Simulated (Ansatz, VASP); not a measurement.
# BeAs4Ru: VASP beside Ansatz

```xyz
6
Lattice="0.0000 3.7740 3.7740 3.7740 0.0000 3.7740 3.7740 3.7740 0.0000" Properties=species:S:1:pos:R:3 pbc="T T T"
Be    1.8870    1.8870    1.8870
As    2.8377    2.8377    4.7102
As    2.8377    4.7102    2.8377
As    4.7102    2.8377    2.8377
As    4.7102    4.7102    4.7102
Ru    0.0000    0.0000    0.0000
```

Change from the starting cell: species swapped into the CaErAl4 type (F-43m, No. 216).

Alike in both runs: functional PBE; k mesh 10 × 10 × 10; occupations gaussian, width 0.1 eV; no spin polarisation.

Ansatz relaxed the structure, and its values are those at the end. VASP's run is a single point on that final structure, the one shown.

|  | VASP | Ansatz |
| --- | --- | --- |
| version | VASP 6.6.1 | Ansatz 0.2.0 |
| potentials or method | VASP PAW PBE potentials, release 64 (Be, As, Ru_pv), cutoff 520 eV | scalar-relativistic, plane waves, PAW |
| valence electrons in the cell | 36 | 78 |

|  | VASP | Ansatz | Ansatz less VASP |
| --- | --- | --- | --- |
| gap on the k mesh at the Fermi level (eV) | none | none | - |
| pressure (GPa) | 0.2 | 0.0 | -0.22 |
| rms of the force components (eV/Å) | 0.007 | 0.003 | -0.0036 |

A gap of «none» marks a metal or a gap that the smearing closes. With one functional, cell and mesh, what is left measures potentials, basis and numerics. VASP's potentials hold 36 valence electrons a cell and Ansatz's 78, so a difference there can come from the potentials and not from the codes.
